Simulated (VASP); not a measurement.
# KCl in VASP: a series of runs, part 2 of 2

VASP 6.6.1. The steps go on from the part before.

**5. Single point, PBE**

Input file INCAR:

```
SYSTEM = KCl
PREC = Accurate ; ENCUT = 520
EDIFF = 1E-7 ; ISMEAR = 1
SIGMA = 0.05 ; LREAL = .FALSE.
LASPH = .TRUE. ; NELM = 80
ALGO = Normal ; ISIF = 2
LWAVE = .FALSE. ; LCHARG = .TRUE.
GGA = PE ; LELF = .TRUE.
LVHAR = .TRUE. ; NBANDS = 15
```

Input file KPOINTS:

```
regular mesh
0
G
  10 10 10
  0 0 0
```

Input file POSCAR:

```
KCl
1.0
    0.0000000000      3.1464700000      3.1464700000
    3.1464700000      0.0000000000      3.1464700000
    3.1464700000      3.1464700000      0.0000000000
K Cl
1 1
Direct
   -0.0111760000      0.0118590000     -0.0019720000
    0.4830260000      0.5020970000      0.5056370000
```

Potentials or basis: VASP PAW PBE potentials, release 64 (K_sv, Cl).

The run is started by

```console
$ cat potpaw_PBE.64/K_sv/POTCAR potpaw_PBE.64/Cl/POTCAR > POTCAR
$ mpirun -np 1 vasp_std > vasp.out
```

OUTCAR:

```text
SYSTEM = KCl
   PREC = Accurate
   ENCUT = 520
   EDIFF = 1E-7
   ISMEAR = 1
   LREAL = .FALSE.
   LASPH = .TRUE.
   NELM = 80
   ISIF = 2
   GGA = PE

 ion  position               nearest neighbor table
   1  0.989  0.012  0.998-   2 3.10   2 3.14   2 3.14   2 3.15   2 3.15   2 3.20
   2  0.483  0.502  0.506-   1 3.10   1 3.14   1 3.14   1 3.15   1 3.15   1 3.20

  LATTYP: Found a face centered cubic cell.
 ALAT       =     6.2929400000

  Lattice vectors:

 A1 = (   0.0000000000,   3.1464700000,   3.1464700000)
 A2 = (   3.1464700000,   0.0000000000,   3.1464700000)
 A3 = (   3.1464700000,   3.1464700000,   0.0000000000)

Analysis of symmetry for initial positions (statically):
=====================================================================
 Subroutine PRICEL returns:
 Original cell was already a primitive cell.

 Routine SETGRP: Setting up the symmetry group for a
 face centered cubic supercell.

 Subroutine GETGRP returns: Found  1 space group operations
 (whereof  1 operations were pure point group operations)
 out of a pool of 48 trial point group operations.

The static configuration has the point symmetry C_1 .

Analysis of symmetry for dynamics (positions and initial velocities):
[... 180 lines left out ...]
     12       6.5419      0.00000
     13       7.4164      0.00000
     14       7.4209      0.00000
[... 401 lines left out ...]
      2     -13.9842      2.00000
      3     -12.5058      2.00000
      4     -12.5053      2.00000
      5     -12.4627      2.00000
      6      -2.0273      2.00000
      7      -1.8711      1.97517
      8      -1.8706      1.96994
      9       3.6578      0.00000
     10       6.2605      0.00000
     11       6.7952      0.00000
     12       6.7996      0.00000
     13       7.4991      0.00000
     14       7.6997      0.00000
     15      11.6367      0.00000

 [... further k-points ...]

------------------------ aborting loop because EDIFF is reached ----------------------------------------

  FORCE on cell =-STRESS in cart. coord.  units (eV):
  Direction    XX          YY          ZZ          XY          YZ          ZX
  --------------------------------------------------------------------------------------
  -------------------------------------------------------------------------------------
  Total        0.3014673      0.3012724      0.3257136      0.0001179      0.0006895     -0.0008352
  in kB        7.7526471      7.7476355      8.3761745      0.0030325      0.0177307     -0.0214786
  external PRESSURE =       7.9588191 kB  Pullay stress =       0.0000000 kB

 VOLUME and BASIS-vectors are now :
 -----------------------------------------------------------------------------
  energy-cutoff  :      520.00
  volume of cell :       62.30
      direct lattice vectors                 reciprocal lattice vectors
     0.000000000  3.146470000  3.146470000    -0.158908237  0.158908237  0.158908237
     3.146470000  0.000000000  3.146470000     0.158908237 -0.158908237  0.158908237
     3.146470000  3.146470000  0.000000000     0.158908237  0.158908237 -0.158908237

 POSITION                                       TOTAL-FORCE (eV/Angst)
 -----------------------------------------------------------------------------------
      3.17758      6.25157      3.14862        -0.009079      0.007648     -0.066510
      3.17080      3.11080      3.09966         0.009079     -0.007648      0.066510
 -----------------------------------------------------------------------------------
    total drift:                               -0.000119      0.000003      0.000021

  FREE ENERGIE OF THE ION-ELECTRON SYSTEM (eV)
  ---------------------------------------------------
  free  energy   TOTEN  =        -6.8021051231 eV

  energy  without entropy=       -6.8023482371  energy(sigma->0) =       -6.80218616
```

OSZICAR:

```text
N       E                     dE             d eps       ncg     rms          rms(c)
DAV:   1     0.101638575831E+03    0.10164E+03   -0.70765E+03 15120   0.952E+02
DAV:   2    -0.677184715262E+00   -0.10232E+03   -0.94179E+02 19609   0.237E+02
DAV:   3    -0.683492600232E+01   -0.61577E+01   -0.61229E+01 21203   0.520E+01
DAV:   4    -0.709195727405E+01   -0.25703E+00   -0.25694E+00 22939   0.949E+00
DAV:   5    -0.709371499050E+01   -0.17577E-02   -0.17577E-02 21605   0.939E-01    0.333E+00
DAV:   6    -0.680349049442E+01    0.29022E+00   -0.42015E-01 19495   0.327E+00    0.273E+00
DAV:   7    -0.678859832988E+01    0.14892E-01   -0.10244E-01 21252   0.182E+00    0.157E+00
DAV:   8    -0.680075964717E+01   -0.12161E-01   -0.16033E-02 19057   0.946E-01    0.177E-01
DAV:   9    -0.680151921825E+01   -0.75957E-03   -0.90579E-04 21238   0.190E-01    0.963E-02
DAV:  10    -0.680209664627E+01   -0.57743E-03   -0.59938E-04 16058   0.154E-01    0.191E-02
DAV:  11    -0.680210179607E+01   -0.51498E-05   -0.21979E-05 21843   0.271E-02    0.641E-03
DAV:  12    -0.680210471078E+01   -0.29147E-05   -0.37057E-06 16471   0.138E-02    0.473E-03
DAV:  13    -0.680210501101E+01   -0.30023E-06   -0.52916E-07 21369   0.383E-03    0.800E-04
DAV:  14    -0.680210511176E+01   -0.10075E-06   -0.10036E-07 16662   0.207E-03    0.259E-04
DAV:  15    -0.680210512306E+01   -0.11308E-07   -0.20889E-09 12110   0.336E-04
   1 F= -.68021051E+01 E0= -.68021862E+01  d E =0.243114E-03
```

stdout:

```text
POSCAR found type information on POSCAR K Cl
 POSCAR found :  2 types and       2 ions
 scaLAPACK will be used
 LDA part: xc-table for (Slater+PW92), standard interpolation
 POSCAR, INCAR and KPOINTS ok, starting setup
 FFT: planning ... GRIDC
 FFT: planning ... GRID_SOFT
 FFT: planning ... GRID
 WAVECAR not read
 entering main loop
```

It took 10 min on 1 thread of AMD EPYC 9R14 (Zen 4), shared host; peak memory 0.51 GiB.

What came out:

```
Free energy            : -6.8021 eV
Pressure               : 0.8 GPa
Largest force          : 0.068 eV/Å
Band gap on the k mesh : 5.19 eV
```

Forces on the atoms (eV/Å):
```
K   -0.009  0.008 -0.067
Cl   0.009 -0.008  0.067
```

**6. Single point, LDA**

Input file INCAR:

```
PREC = Accurate
ENCUT = 520
EDIFF = 1E-6
ISMEAR = -1
SIGMA = 0.05
LREAL = False
LASPH = True
NELM = 60
ALGO = Normal
ISIF = 2
LWAVE = False
LCHARG = False
GGA = CA
NBANDS = 15
```

Input file KPOINTS:

```
Automatic mesh
0
Gamma
  7 7 7
```

Input file POSCAR:

```
KCl
1.0
    0.0000000000      3.1464700000      3.1464700000
    3.1464700000      0.0000000000      3.1464700000
    3.1464700000      3.1464700000      0.0000000000
K Cl
1 1
Direct
    0.0000000000      0.0000000000      0.0000000000
    0.5000000000      0.5000000000      0.5000000000
```

Potentials or basis: VASP PAW LDA potentials, release 64 (K_sv, Cl).

The run is started by

```console
$ cat potpaw_LDA.64/K_sv/POTCAR potpaw_LDA.64/Cl/POTCAR > POTCAR
$ mpirun -np 1 vasp_std > vasp.out
```

OUTCAR:

```text
PREC = Accurate
   ENCUT = 520
   EDIFF = 1E-6
   ISMEAR = -1
   LREAL = False
   LASPH = True
   NELM = 60
   ISIF = 2
   GGA = CA

 ion  position               nearest neighbor table
   1  0.000  0.000  0.000-   2 3.15   2 3.15   2 3.15   2 3.15   2 3.15   2 3.15
   2  0.500  0.500  0.500-   1 3.15   1 3.15   1 3.15   1 3.15   1 3.15   1 3.15

  LATTYP: Found a face centered cubic cell.
 ALAT       =     6.2929400000

  Lattice vectors:

 A1 = (   0.0000000000,   3.1464700000,   3.1464700000)
 A2 = (   3.1464700000,   0.0000000000,   3.1464700000)
 A3 = (   3.1464700000,   3.1464700000,   0.0000000000)

Analysis of symmetry for initial positions (statically):
=====================================================================
 Subroutine PRICEL returns:
 Original cell was already a primitive cell.

 Routine SETGRP: Setting up the symmetry group for a
 face centered cubic supercell.

 Subroutine GETGRP returns: Found 48 space group operations
 (whereof 48 operations were pure point group operations)
 out of a pool of 48 trial point group operations.

The static configuration has the point symmetry O_h .
[... 168 lines left out ...]
      4     -12.6128      2.00000
      5     -12.6128      2.00000
      6      -2.0830      2.00000
      7      -2.0830      2.00000
      8      -2.0830      2.00000
      9       2.6642      0.00000
     10       6.0019      0.00000
     11       6.0019      0.00000
     12       6.0019      0.00000
     13       6.9351      0.00000
     14       6.9351      0.00000
[... 329 lines left out ...]
      2     -14.1195      2.00000
      3     -12.7281      2.00000
      4     -12.6887      2.00000
      5     -12.5191      2.00000
      6      -2.7047      2.00000
      7      -2.6216      2.00000
      8      -2.4694      2.00000
      9       5.2918      0.00000
     10       5.9955      0.00000
     11       7.1005      0.00000
     12       7.5548      0.00000
     13       9.0874      0.00000
     14       9.1886      0.00000
     15       9.9770      0.00000

------------------------ aborting loop because EDIFF is reached ----------------------------------------

  FORCE on cell =-STRESS in cart. coord.  units (eV):
  Direction    XX          YY          ZZ          XY          YZ          ZX
  --------------------------------------------------------------------------------------
  -------------------------------------------------------------------------------------
  Total       -0.7487523     -0.7487523     -0.7487523      0.0000000      0.0000000     -0.0000000
  in kB      -19.2551979    -19.2551979    -19.2551979      0.0000000      0.0000000     -0.0000000
  external PRESSURE =     -19.2551979 kB  Pullay stress =       0.0000000 kB

 VOLUME and BASIS-vectors are now :
 -----------------------------------------------------------------------------
  energy-cutoff  :      520.00
  volume of cell :       62.30
      direct lattice vectors                 reciprocal lattice vectors
     0.000000000  3.146470000  3.146470000    -0.158908237  0.158908237  0.158908237
     3.146470000  0.000000000  3.146470000     0.158908237 -0.158908237  0.158908237
     3.146470000  3.146470000  0.000000000     0.158908237  0.158908237 -0.158908237

 POSITION                                       TOTAL-FORCE (eV/Angst)
 -----------------------------------------------------------------------------------
      0.00000      0.00000      0.00000        -0.000000     -0.000000     -0.000000
      3.14647      3.14647      3.14647         0.000000      0.000000      0.000000
 -----------------------------------------------------------------------------------
    total drift:                                0.000000      0.000000      0.000000

  FREE ENERGIE OF THE ION-ELECTRON SYSTEM (eV)
  ---------------------------------------------------
  free  energy   TOTEN  =        -7.3698079088 eV

  energy  without entropy=       -7.3698079088  energy(sigma->0) =       -7.36980791
```

It took 34 s on 1 thread of Intel Xeon 8259CL, shared host; peak memory 0.17 GiB.

Results:

```yaml
Free_energy: -7.3698 eV
Pressure: -1.9 GPa
Band_gap_on_the_k_mesh: 4.75 eV
```

Levels at points of the mesh, in eV from the valence-band top:
| k point | band 6 | band 7 | band 8 | band 9 | band 10 | band 11 |
| --- | --- | --- | --- | --- | --- | --- |
| (0.00, 0.00, 0.00) | 0.00 | 0.00 | 0.00 | 4.75 | 8.08 | 8.08 |

Caveat: an odd mesh through Γ misses points on the zone boundary, where band edges can lie. LDA gaps usually lie below the measured ones, often by a third to a half.

**7. Overview**

```tsv
level	potentials or basis	cell	k mesh	smearing	gap on the mesh (eV)	pressure (GPa)	largest force (eV/Å)
PBE	VASP PAW PBE potentials, release 64 (K_sv, Cl)	as given, atomic positions A	5 × 5 × 5	fermi-dirac 0.005 eV	5.19	0.8	0.07
PBE	VASP PAW PBE potentials, release 64 (K_sv, Cl)	as given, atomic positions A	7 × 7 × 7	methfessel-paxton 0.05 eV	5.19	0.8	0.07
PBE	VASP PAW PBE potentials, release 64 (K_sv, Cl)	as given, atomic positions A	8 × 8 × 8	methfessel-paxton 0.05 eV	5.19	0.8	0.07
PBE	VASP PAW PBE potentials, release 64 (K_sv, Cl)	as given, atomic positions A	10 × 10 × 10	methfessel-paxton 0.05 eV	5.19	0.8	0.07
LDA	VASP PAW LDA potentials, release 64 (K_sv, Cl)	as given, atomic positions B	7 × 7 × 7	fermi-dirac 0.05 eV	4.75	-1.9	-
```

Alike in all rows: task single point; no spin polarisation; cutoff (eV) 520.

Caveats: an odd mesh through Γ misses points on the zone boundary, where band edges can lie (at least some runs).

Absolute energies hang on the potentials; compare differences alone.
